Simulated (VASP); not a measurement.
Set up this calculation in VASP 6.6.1, as the native input.

| Quantity | Value |
| --- | --- |
| Task | single point |
| Functional | PBE |
| Potentials or basis | VASP PAW PBE potentials, release 64 (Pt) |
| Cutoff | 520 eV |
| k mesh | 18 × 18 × 18 |
| Occupations | gaussian, width 0.1 eV |
| Spin | no spin polarisation |
| Dipole correction | no |
| Further INCAR settings | ALGO = Normal; EDIFF = 1e-06; NBANDS = 11 |

The structure of Pt lies in POSCAR:

```
Pt
1.0
    0.0000000000      2.0117422500      2.0117422500
    2.0117422500      0.0000000000      2.0117422500
    2.0117422500      2.0117422500      0.0000000000
Pt
1
Direct
    0.0000000000      0.0000000000      0.0000000000
```

This cell differs from its parent crystal: strained.

These files were run (other wordings do the same):

INCAR

```
PREC     = Accurate       # precision mode
ENCUT    = 520            # plane-wave cutoff, eV
EDIFF    = 1E-6           # SCF threshold, eV
ISMEAR   = 0              # smearing method
SIGMA    = 0.1            # smearing width, eV
LREAL    = F              # projectors in reciprocal space
LASPH    = T              # aspherical terms in the spheres
NELM     = 60             # most SCF steps
ALGO     = Normal         # electronic algorithm
ISIF     = 2              # what is computed and relaxed
LWAVE    = F              # write WAVECAR
LCHARG   = T              # write CHGCAR
GGA      = PE             # functional
LELF     = T              # ELF
LVHAR    = T            
NBANDS   = 11             # bands
```

KPOINTS

```
regular mesh
0
Gamma
  18 18 18
```

Potentials or basis: VASP PAW PBE potentials, release 64 (Pt).

The run is started by

```sh
$ cat potpaw_PBE.64/Pt/POTCAR > POTCAR
$ mpirun -np 1 vasp_std > vasp.out
```

It gave:

```
Pressure               : -9.3 GPa
Band gap on the k mesh : zero (band 5 reaches 10.27 eV, above the bottom of band 6 at 8.32 eV)
```

Caveat: the cell differs from its parent crystal (strained); spin-orbit coupling is left out, which moves the levels of the heavy elements.

It took 9.2 s on 1 thread of Intel(R) Xeon(R) 6975P-C (Granite Rapids) (shared host), peak memory 0.16 GiB.
